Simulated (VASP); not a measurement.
# Ta4C3 (P4mm) in VASP: notebook

Runs on Ta4C3. Level: PBEsol. Tasks: single point.

All numbers are computed with VASP 6.6.1; they aren't measurements. Logs are shortened: lines on timing, memory, paths and dates and some standing lists are left out, and cuts for length are marked.

## 1. The cell of the first run

The structure is tetragonal, space group P4mm (No. 99). The conventional cell has a = 4.403 Å, b = 4.403 Å, c = 10.305 Å, α = 90.00°, β = 90.00°, γ = 90.00°. Ta (site symmetry 4mm) has 4 C at 2.20 Å within 2.9 Å. Ta (site symmetry 4mm) has 4 C at 2.20 Å within 2.9 Å. Ta (site symmetry 2mm) has 3 C at 2.20 Å within 2.9 Å. Ta (site symmetry 2mm) has 4 C at 2.20 Å within 2.9 Å. Within 2.9 Å of Ta (site symmetry 4mm) lie 6 C at 2.20 Å. Ta (site symmetry 4mm) has 5 C at 2.20 Å within 2.9 Å. Within 2.9 Å of C (site symmetry 4mm) lie 5 Ta at 2.20 Å. C (site symmetry 4mm) has 6 Ta at 2.20 Å within 2.9 Å.

## 2. Single point, PBEsol (the distance across one plane changed)

The input, INCAR:

```
SYSTEM = Ta4C3
PREC = Accurate ; ENCUT = 520
EDIFF = 1E-6 ; ISMEAR = 0
SIGMA = 0.15 ; LREAL = .FALSE.
LASPH = .TRUE. ; NELM = 80
ALGO = Normal ; ISIF = 2
LWAVE = .FALSE. ; LCHARG = .FALSE.
GGA = PS ; NBANDS = 69
```

The input, KPOINTS:

```
Automatic mesh
0
G
  9 9 5
  0 0 0
```

The input, POSCAR:

```
Ta4C3
1.0
    0.0000000000     -4.4026022057      0.0000000000
    0.0000000000      0.0000000000     -4.4026022057
   10.3052044115      0.0000000000      0.0000000000
Ta C
8 6
Direct
    0.5000000000      0.5000000000      0.7476371698
    0.5000000000      0.5000000000      0.3204159299
    1.0000000000      0.5000000000      0.1068053100
    1.0000000000      0.5000000000      0.5340265498
    0.5000000000      1.0000000000      0.1068053100
    0.5000000000      1.0000000000      0.5340265498
    0.0000000000      0.0000000000      0.3204159299
    0.0000000000      0.0000000000      0.7476371698
    0.0000000000      1.0000000000      0.1068053100
    0.0000000000      1.0000000000      0.5340265498
    0.5000000000      1.0000000000      0.7476371698
    0.5000000000      1.0000000000      0.3204159299
    0.0000000000      0.5000000000      0.7476371698
    0.0000000000      0.5000000000      0.3204159299
```

Potentials or basis: VASP PAW PBE potentials, release 64 (Ta_pv, C).

Launch:

```bash
> cat potpaw_PBE.64/Ta_pv/POTCAR potpaw_PBE.64/C/POTCAR > POTCAR
> mpirun -np 1 vasp_std > vasp.out
```

OUTCAR:

```text
SYSTEM = Ta4C3
   PREC = Accurate
   ENCUT = 520
   EDIFF = 1E-6
   ISMEAR = 0
   LREAL = .FALSE.
   LASPH = .TRUE.
   NELM = 80
   ISIF = 2
   GGA = PS

 ion  position               nearest neighbor table
   1  0.500  0.500  0.748-  11 2.20  13 2.20  11 2.20  13 2.20   8 3.11   8 3.11   8 3.11   8 3.11
                             4 3.11   6 3.11   6 3.11   4 3.11
   2  0.500  0.500  0.320-  12 2.20  14 2.20  12 2.20  14 2.20   6 3.11   4 3.11   4 3.11   6 3.11
                             3 3.11   3 3.11   5 3.11   5 3.11   7 3.11   7 3.11   7 3.11   7 3.11
   3  0.000  0.500  0.107-  14 2.20   9 2.20   9 2.20   7 3.11   7 3.11   2 3.11   2 3.11   5 3.11
                             5 3.11   5 3.11   5 3.11
   4  0.000  0.500  0.534-  14 2.20  10 2.20  10 2.20  13 2.20   2 3.11   7 3.11   7 3.11   2 3.11
                             6 3.11   6 3.11   6 3.11   6 3.11   1 3.11   1 3.11   8 3.11   8 3.11
   5  0.500  0.000  0.107-  12 2.20   9 2.20   9 2.20   7 3.11   2 3.11   7 3.11   2 3.11   3 3.11
                             3 3.11   3 3.11   3 3.11
   6  0.500  0.000  0.534-  12 2.20  10 2.20  10 2.20  11 2.20   2 3.11   2 3.11   7 3.11   7 3.11
                             4 3.11   4 3.11   4 3.11   4 3.11   8 3.11   8 3.11   1 3.11   1 3.11
   7  0.000  0.000  0.320-  10 2.20   9 2.20  12 2.20  14 2.20  14 2.20  12 2.20   4 3.11   4 3.11
                             6 3.11   6 3.11   3 3.11   5 3.11   3 3.11   5 3.11   2 3.11   2 3.11
   8  0.000  0.000  0.748-  11 2.20  13 2.20  13 2.20  11 2.20  10 2.20   1 3.11   1 3.11   1 3.11
                             1 3.11   6 3.11   6 3.11   4 3.11   4 3.11
   9  0.000  0.000  0.107-   7 2.20   5 2.20   3 2.20   3 2.20   5 2.20
  10  0.000  0.000  0.534-   7 2.20   6 2.20   4 2.20   4 2.20   6 2.20   8 2.20
  11  0.500  0.000  0.748-   1 2.20   8 2.20   1 2.20   8 2.20   6 2.20
  12  0.500  0.000  0.320-   6 2.20   5 2.20   2 2.20   7 2.20   2 2.20   7 2.20
  13  0.000  0.500  0.748-   1 2.20   8 2.20   8 2.20   1 2.20   4 2.20
  14  0.000  0.500  0.320-   4 2.20   3 2.20   2 2.20   7 2.20   7 2.20   2 2.20

  LATTYP: Found a simple tetragonal cell.
 ALAT       =     4.4026022057
 C/A-ratio  =     2.3407075929

  Lattice vectors:

 A1 = (   0.0000000000,  -4.4026022057,   0.0000000000)
 A2 = (   0.0000000000,   0.0000000000,  -4.4026022057)
 A3 = (  10.3052044115,   0.0000000000,   0.0000000000)

Analysis of symmetry for initial positions (statically):
=====================================================================
 Subroutine PRICEL returns:
 Original cell was already a primitive cell.

 Routine SETGRP: Setting up the symmetry group for a
 simple tetragonal supercell.

 Subroutine GETGRP returns: Found  8 space group operations
 (whereof  8 operations were pure point group operations)
 out of a pool of 16 trial point group operations.

The static configuration has the point symmetry C_4v.

Analysis of symmetry for dynamics (positions and initial velocities):
=====================================================================
 Subroutine PRICEL returns:
 Original cell was already a primitive cell.

 Routine SETGRP: Setting up the symmetry group for a
 simple tetragonal supercell.

 Subroutine GETGRP returns: Found  8 space group operations
 (whereof  8 operations were pure point group operations)
 out of a pool of 16 trial point group operations.

The dynamic configuration has the point symmetry C_4v.

 Subroutine INISYM returns: Found  8 space group operations
 (whereof  8 operations are pure point group operations),
 and found     1 'primitive' translations

----------------------------------------------------------------------------------------

                                     Primitive cell

  volume of cell :     199.7448

  direct lattice vectors                    reciprocal lattice vectors
     0.000000000 -4.402602206  0.000000000     0.000000000 -0.227138395  0.000000000
     0.000000000  0.000000000 -4.402602206     0.000000000  0.000000000 -0.227138395
    10.305204412  0.000000000  0.000000000     0.097038347  0.000000000  0.000000000

  length of vectors
     4.402602206  4.402602206 10.305204412     0.227138395  0.227138395  0.097038347

  position of ions in fractional coordinates (direct lattice)
     0.500000000  0.500000000  0.747637170
     0.500000000  0.500000000  0.320415930
     0.000000000  0.500000000  0.106805310
     0.000000000  0.500000000  0.534026550
     0.500000000  0.000000000  0.106805310
[... 44 lines left out ...]

  Shift w.r.t. Gamma in fractional coordinates (k-lattice)
     0.000000000  0.000000000  0.000000000

 Subroutine IBZKPT returns following result:
 ===========================================

 Found     45 irreducible k-points:

 Following reciprocal coordinates:
            Coordinates               Weight
  0.000000  0.000000  0.000000      1.000000
  0.111111  0.000000  0.000000      4.000000
  0.222222  0.000000  0.000000      4.000000
  0.333333  0.000000  0.000000      4.000000
  0.444444  0.000000  0.000000      4.000000
  0.111111  0.111111  0.000000      4.000000
[... 16 lines left out ...]
  0.333333  0.111111  0.200000     16.000000
  0.444444  0.111111  0.200000     16.000000
 [... further k-points ...]
   k-points           NKPTS =     45   k-points in BZ     NKDIM =     45   number of bands    NBANDS=     69
   number of dos      NEDOS =    301   number of ions     NIONS =     14
   total plane-waves  NPLWV = 103680
   dimension x,y,z NGX =    36 NGY =   36 NGZ =   80
   dimension x,y,z NGXF=    72 NGYF=   72 NGZF=  160
   ions per type =               8   6
   NGX,Y,Z   is equivalent  to a cutoff of  13.59, 13.59, 12.91 a.u.
   NGXF,Y,Z  is equivalent  to a cutoff of  27.19, 27.19, 25.81 a.u.
 SYSTEM =  Ta4C3
   PREC   = accura    normal or accurate (medium, high low for compatibility)
   ISTART =      0    job   : 0-new  1-cont  2-samecut
   ICHARG =      2    charge: 1-file 2-atom 10-const
   ISPIN  =      1    spin polarized calculation?
   LNONCOLLINEAR =      F non collinear calculations
   LSORBIT =      F    spin-orbit coupling
   LASPH  =      T    aspherical Exc in radial PAW
   ENCUT  =  520.0 eV  38.22 Ry    6.18 a.u.   8.19  8.19 19.16*2*pi/ulx,y,z
   NELM   =     80;   NELMIN=  2; NELMDL= -5     # of ELM steps
   EDIFF  = 0.1E-05   stopping-criterion for ELM
   LREAL  =      F    real-space projection
   EDIFFG = 0.1E-04   stopping-criterion for IOM
   NSW    =      0    number of steps for IOM
   IBRION =     -1    ionic relax: 0-MD 1-quasi-New 2-CG
   NFREE  =      0    steps in history (QN), initial steepest desc. (CG)
   ISIF   =      2    stress and relaxation
   ISYM   =      2    0-nonsym 1-usesym 2-fastsym
   POTIM  = 0.5000    time-step for ionic-motion
   TEBEG  =    0.0;   TEEND  =   0.0 temperature during run
   PSTRESS=    0.0 pullay stress
   NELECT =     112.0000    total number of electrons
   NUPDOWN=      -1.0000    fix difference up-down
   EMIN   =  10.00;   EMAX   =-10.00  energy-range for DOS
   EFERMI =   0.00;   METHOD = LEGACY
   ISMEAR =     0;   SIGMA  =   0.15  broadening in eV -4-tet -1-fermi 0-gaus
   EFERMI_NEDOS =   21; number of points for ismear=-14 and -15
   IALGO  =     38    algorithm
   IMIX   =      4    mixing-type and parameters
     AMIX     =   0.40;   BMIX     =  1.00
     AMIX_MAG =   1.60;   BMIX_MAG =  1.00
  volume/ion in A,a.u.               =      14.27        96.28
  Fermi-wavevector in a.u.,A,eV,Ry     =   1.349964  2.551063 24.795313  1.822404
  Thomas-Fermi vector in A             =   2.477508
   LORBIT       =      0    0 simple, 1 ext, 2 COOP (PROOUT), +10 PAW based schemes
   GGA     = PS    functional components
   LHFCALC =     F    Hartree Fock is set to
   AEXX    =    0.0000 exact exchange contribution
   IVDW    =     0    specifies the selected vdW correction
   LEPSILON=     F    determine dielectric tensor
   LRPA    =     F    only Hartree local field effects (RPA)
 non-spin polarized calculation
 Gauss-broadening in eV      SIGMA  =   0.15
  energy-cutoff  :      520.00
  volume of cell :      199.74
 maximum number of plane-waves:      5403
 NGX is ok and might be reduce to    36
   NGX = 17   NGY = 17   NGZ = 39

 number of electron     112.0000022 magnetization

 Free energy of the ion-electron system (eV)
  ---------------------------------------------------
  ext. energy  EPLUGINS =         0.00000000
  ---------------------------------------------------
  free energy    TOTEN  =      -160.90436974 eV

  energy without entropy =     -160.81238584  energy(sigma->0) =     -160.85837779

 E-fermi :   5.6946     XC(G=0): -12.0806

 val. band max:        5.6886735864   @ k =   0.3333   0.1111   0.4000
 cond. band min:       5.6978709390   @ k =   0.2222   0.0000   0.2000
 fundamental gap:      0.0091973525
 Fermi energy:         5.6946442385

 k-point     1 :       0.0000    0.0000    0.0000
  band No.  band energies     occupation
      1     -29.6598      2.00000
      2     -29.5259      2.00000
      3     -29.5259      2.00000
      4     -29.5193      2.00000
      5     -29.4883      2.00000
      6     -29.4883      2.00000
[... 1693 lines left out ...]
     67       8.2815      0.00000
     68       8.5557      0.00000

 [... further k-points ...]

 [bands above 68 left out]

------------------------ aborting loop because EDIFF is reached ----------------------------------------

  FORCE on cell =-STRESS in cart. coord.  units (eV):
  Direction    XX          YY          ZZ          XY          YZ          ZX
  --------------------------------------------------------------------------------------
  -------------------------------------------------------------------------------------
  Total      -14.7542578     -9.2885716     -9.2885716      0.0000000      0.0000000      0.0000000
  in kB     -118.3456901    -74.5047582    -74.5047582      0.0000000      0.0000000      0.0000000
  external PRESSURE =     -89.1184021 kB  Pullay stress =       0.0000000 kB

 VOLUME and BASIS-vectors are now :
 -----------------------------------------------------------------------------
  energy-cutoff  :      520.00
  volume of cell :      199.74
      direct lattice vectors                 reciprocal lattice vectors
     0.000000000 -4.402602206  0.000000000     0.000000000 -0.227138395  0.000000000
     0.000000000  0.000000000 -4.402602206     0.000000000  0.000000000 -0.227138395
    10.305204412  0.000000000  0.000000000     0.097038347  0.000000000  0.000000000

 POSITION                                       TOTAL-FORCE (eV/Angst)
 -----------------------------------------------------------------------------------
      7.70455     -2.20130     -2.20130         0.332766      0.000000     -0.000000
      3.30195     -2.20130     -2.20130        -0.523931      0.000000      0.000000
      1.10065      0.00000     -2.20130         1.388964      0.000000      0.000000
      5.50325      0.00000     -2.20130        -0.557645     -0.000000      0.000000
      1.10065     -2.20130      0.00000         1.388964      0.000000      0.000000
      5.50325     -2.20130      0.00000        -0.557645      0.000000      0.000000
      3.30195      0.00000      0.00000         0.636139     -0.000000      0.000000
      7.70455      0.00000      0.00000        -1.893914      0.000000      0.000000
      1.10065      0.00000      0.00000        -1.900958      0.000000      0.000000
      5.50325      0.00000      0.00000         1.147170      0.000000      0.000000
      7.70455     -2.20130      0.00000         1.281106      0.000000      0.000000
      3.30195     -2.20130      0.00000        -1.011061     -0.000000      0.000000
      7.70455      0.00000     -2.20130         1.281106     -0.000000     -0.000000
      3.30195      0.00000     -2.20130        -1.011061      0.000000      0.000000
 -----------------------------------------------------------------------------------
    total drift:                               -0.000468     -0.000000     -0.000000

  FREE ENERGIE OF THE ION-ELECTRON SYSTEM (eV)
  ---------------------------------------------------
  free  energy   TOTEN  =      -160.9043697412 eV

  energy  without entropy=     -160.8123858405  energy(sigma->0) =     -160.85837779
```

It took 9.1 min on 1 thread of Intel Xeon 6975P-C (Granite Rapids), shared host; peak memory 0.58 GiB.

Results:

| Property | Result |
| --- | --- |
| Free energy | -160.9044 eV |
| Pressure | -8.9 GPa |
| Largest force | 1.901 eV/Å |
| Band gap on the k mesh | zero (bands 56 and 57 overlap by 0.69 eV) |

Forces in eV/Å, atoms in the order of the input:
```
Ta   0.333  0.000  0.000
Ta  -0.524  0.000  0.000
Ta   1.389  0.000  0.000
Ta  -0.558  0.000  0.000
Ta   1.389  0.000  0.000
Ta  -0.558  0.000  0.000
Ta   0.636  0.000  0.000
Ta  -1.894  0.000  0.000
C   -1.901  0.000  0.000
C    1.147  0.000  0.000
C    1.281  0.000  0.000
C   -1.011  0.000  0.000
C    1.281  0.000  0.000
C   -1.011  0.000  0.000
```

Stress tensor (GPa, compression positive):
```
-11.83   0.00   0.00
  0.00  -7.45   0.00
  0.00   0.00  -7.45
```

Caveat: the cell differs from its parent crystal (the distance across one plane changed); the cell stands under tension; the PAW data sets were made with another functional, which shifts forces and pressure a little; spin-orbit coupling is left out, which moves the levels of the heavy elements.

## 3. Single point, PBEsol (the distance across one plane changed)

The input, INCAR:

```
SYSTEM = Ta4C3
  PREC = Accurate
  ENCUT = 520
  EDIFF = 1E-6
  ISMEAR = 0
  SIGMA = 0.15
  LREAL = .FALSE.
  LASPH = .TRUE.
  NELM = 80
  ALGO = Normal
  ISIF = 2
  LWAVE = .FALSE.
  LCHARG = .TRUE.
  GGA = PS
  LELF = .TRUE.
  LVHAR = .TRUE.
  NBANDS = 69
```

The input, KPOINTS:

```
regular mesh
0
G
  9 9 5
  0 0 0
```

The input, POSCAR:

```
Ta4C3
1.0
    0.0000000000     -4.4026022057      0.0000000000
    0.0000000000      0.0000000000     -4.4026022057
    9.3052044115      0.0000000000      0.0000000000
Ta C
8 6
Direct
    0.5000000000      0.5000000000      0.8279833005
    0.5000000000      0.5000000000      0.3548499859
    1.0000000000      0.5000000000      0.1182833286
    1.0000000000      0.5000000000      0.5914166432
    0.5000000000      1.0000000000      0.1182833286
    0.5000000000      1.0000000000      0.5914166432
    0.0000000000      0.0000000000      0.3548499859
    0.0000000000      0.0000000000      0.8279833005
    0.0000000000      1.0000000000      0.1182833286
    0.0000000000      1.0000000000      0.5914166432
    0.5000000000      1.0000000000      0.8279833005
    0.5000000000      1.0000000000      0.3548499859
    0.0000000000      0.5000000000      0.8279833005
    0.0000000000      0.5000000000      0.3548499859
```

Potentials or basis: VASP PAW PBE potentials, release 64 (Ta_pv, C).

Launch:

```bash
> cat potpaw_PBE.64/Ta_pv/POTCAR potpaw_PBE.64/C/POTCAR > POTCAR
> mpirun -np 1 vasp_std > vasp.out
```

Run time: 14 min. Hardware: 1 thread of Oxide Virtual Turin-like, shared host; peak memory 0.51 GiB.

Results (log left out):

| Quantity | Value |
| --- | --- |
| Free energy | -163.9534 eV |
| Pressure | -8.2 GPa |
| Largest force | 1.546 eV/Å |
| Band gap on the k mesh | zero (bands 56 and 57 overlap by 0.79 eV) |

Forces in eV/Å, atoms in the order of the input:
```
Ta   1.059  0.000  0.000
Ta  -0.327  0.000  0.000
Ta  -0.640  0.000  0.000
Ta  -0.306  0.000  0.000
Ta  -0.640  0.000  0.000
Ta  -0.306  0.000  0.000
Ta   0.325  0.000  0.000
Ta   0.271  0.000  0.000
C   -1.546  0.000  0.000
C    0.662  0.000  0.000
C    1.313  0.000  0.000
C   -0.588  0.000  0.000
C    1.313  0.000  0.000
C   -0.588  0.000  0.000
```

Stress tensor (GPa, compression positive):
```
-15.11   0.00   0.00
  0.00  -4.76   0.00
  0.00   0.00  -4.76
```

Levels at points of the mesh, in eV from the Fermi level:
| k point | band 52 | band 53 | band 54 | band 55 | band 56 | band 57 | band 58 | band 59 | band 60 | band 61 |
| --- | --- | --- | --- | --- | --- | --- | --- | --- | --- | --- |
| (0.00, 0.00, 0.00) | -1.28 | -0.80 | -0.75 | -0.62 | -0.62 | -0.17 | -0.17 | 0.24 | 0.36 | 0.36 |

Caveat: the cell differs from its parent crystal (the distance across one plane changed); the cell stands under tension; the PAW data sets were made with another functional, which shifts forces and pressure a little; spin-orbit coupling is left out, which moves the levels of the heavy elements.
